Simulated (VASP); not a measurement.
NaH, 2 atoms in the cell. Symmetry: P4/mmm, No. 123, tetragonal system. The conventional cell has a = 2.881 Å, b = 2.881 Å, c = 3.103 Å, α = 90.00°, β = 90.00°, γ = 90.00°. Na (site symmetry 4/mmm) has 8 H at 2.56 Å and 6 Na at 2.88 to 3.10 Å within 3.4 Å. Within 3.4 Å of H (site symmetry 4/mmm) lie 8 Na at 2.56 Å and 6 H at 2.88 to 3.10 Å.  This cell differs from its parent crystal: strain -0.025 along x and y, +0.050 along z.

```yaml
Program: VASP 6.6.1
Task: single point
Functional: PBE
Potentials_or_basis: VASP PAW PBE potentials, release 64 (Na_pv, H)
Cutoff: 520 eV
k_mesh: 10 × 10 × 10
Occupations: gaussian, width 0.05 eV
Spin: no spin polarisation
Dipole_correction: no
Further_INCAR_settings: ALGO = Normal; EDIFF = 1e-07; NBANDS = 11
```

Potentials or basis: VASP PAW PBE potentials, release 64 (Na_pv, H).

Command:

```console
$ cat potpaw_PBE.64/Na_pv/POTCAR potpaw_PBE.64/H/POTCAR > POTCAR
$ mpirun -np 1 vasp_std > vasp.out
```

Hardware: 1 thread of Intel(R) Xeon(R) Platinum 8259CL CPU @ 2.50GHz (Skylake/Cascade Lake), on a shared host.

**Question.** How long does it take, and how much memory?

**Answer.** Wall time 16 s on 1 thread of Intel(R) Xeon(R) Platinum 8259CL CPU @ 2.50GHz (Skylake/Cascade Lake), on a shared host, peak memory 0.15 GiB. Counts: scf iterations 12, k points 126.
